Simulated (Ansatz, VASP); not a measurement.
One calculation of Zn2CdTe3, two programs

```xyz
6
Lattice="5.1083 0.0000 0.0000 -2.5542 4.4239 0.0000 0.0000 0.0000 8.5123" Properties=species:S:1:pos:R:3 pbc="T T T"
Zn    0.0000    0.0000    5.2542
Zn    0.0000    0.0000    3.2581
Cd    0.0000    0.0000    0.0000
Te    2.5542    0.0000    0.0000
Te   -1.2771    2.2120    0.0000
Te    1.2771    2.2120    0.0000
```

Alike in both runs: task relaxation of cell and atoms; functional PBE; k mesh 6 × 6 × 2; occupations gaussian, width 0.1 eV; no spin polarisation.

|  | VASP | Ansatz |
| --- | --- | --- |
| version | VASP 6.6.1 | Ansatz 0.2.0 |
| potentials or method | VASP PAW PBE potentials, release 64 (Zn, Cd, Te), cutoff 600 eV | scalar-relativistic, plane waves, PAW |
| valence electrons in the cell | 54 | 92 |

|  | VASP | Ansatz | Ansatz less VASP |
| --- | --- | --- | --- |
| gap on the k mesh at the Fermi level, each at its own relaxed structure (eV) | none | none | - |
| relaxed volume (Å³/atom) | 45.95 | 45.79 | -0.157 |
| relaxed cell length with the largest relative difference (Å) | 6.417 | 6.404 | -0.0129 |

A gap of «none» marks a metal or a gap that the smearing closes. VASP's potentials hold 54 valence electrons a cell and Ansatz's 92, so a difference there can come from the potentials and not from the codes.

The k mesh is coarse, so the values compare programs but aren't converged. Neither program's run includes spin-orbit coupling. Noted on VASP's run: the volume moved by over 15 % at a fixed basis, so the end points are rough.
